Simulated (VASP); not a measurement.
LiH: single point with HF

The system is LiH.

```
CELL_PARAMETERS angstrom
0.00000 2.02308 2.02308
2.02308 0.00000 2.02308
2.02308 2.02308 0.00000
ATOMIC_POSITIONS crystal
Li 0.00000 0.00000 0.00000
H 0.50000 0.50000 0.50000
```

```
Program                            : VASP 6.6.1
Task                               : single point
Functional                         : HF
Potentials or basis                : VASP PAW PBE potentials, release 64 (Li_sv, H)
Cutoff                             : 520 eV
k mesh                             : 7 × 7 × 7
Occupations                        : fermi-dirac, width 0.01 eV
Spin                               : no spin polarisation
Dipole correction                  : no
Grid for exact exchange (PRECFOCK) : Normal
Further INCAR settings             : ALGO = Normal; EDIFF = 1e-07; NBANDS = 9
```

The band gap on the k mesh is 11.54 eV, direct.

Levels at points of the mesh, in eV from the valence-band top:
```csv
k point,band 1,band 2,band 3,band 4,band 5
"(0.00, 0.00, 0.00)",-56.33,-7.31,26.67,27.54,27.54
```

Wall time 100 s on 1 thread of Intel(R) Xeon(R) Platinum 8559C (Emerald Rapids), with other jobs on the host, peak memory 0.14 GiB.

 A k mesh can miss the band edges.
